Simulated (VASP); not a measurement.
Runs of VASP 6.6.1 on AlGaN2. The structure is that of space group P-4m2 (No. 115), or close to it. The cells are those of the table. 

| potentials or basis | cell | cutoff (eV) | second run | gap on the mesh (eV) | pressure (GPa) | largest force (eV/Å) |
| --- | --- | --- | --- | --- | --- | --- |
| VASP PAW LDA potentials, release 64 (Al, Ga_d, N) | a = 3.427, b = 3.427, c = 4.384 Å, 4 atoms | 520 | - | 1.56 | -26.5 | 0.14 |
| VASP PAW LDA potentials, release 64 (Al, Ga_d, N) | a = 2.804, b = 2.804, c = 4.384 Å, 4 atoms | 520 | - | 2.87 | 67.6 | 0.05 |
| VASP PAW LDA potentials, release 64 (Al, Ga_d, N) | a = 2.960, b = 2.960, c = 4.384 Å, 4 atoms | 520 | - | (a) | 27.3 | 0.02 |
| VASP PAW LDA potentials, release 64 (Al, Ga_d, N_h) | a = 3.037, b = 3.037, c = 4.384 Å, 4 atoms | 910 | hard_potentials | 3.17 | 12.5 | - |
| VASP PAW LDA potentials, release 64 (Al, Ga_d, N) | a = 3.388, b = 3.388, c = 4.384 Å, 4 atoms | 520 | - | 1.76 | (b) | (c) |

Alike in all rows: task single point; level LDA; no spin polarisation; k mesh 8 × 8 × 6; smearing gaussian 0.05 eV.

Question: Fill in the values left out.

Answer: (a) 3.08; (b) -24.4; (c) 0.12.

Caveats: the cutoff is under 1.25 times the usual one of these potentials, so pressure, stress and relaxed cells hold a basis-set (Pulay) error (some runs).

A k mesh can miss the band edges, and the runs leave out spin-orbit coupling on Ga.
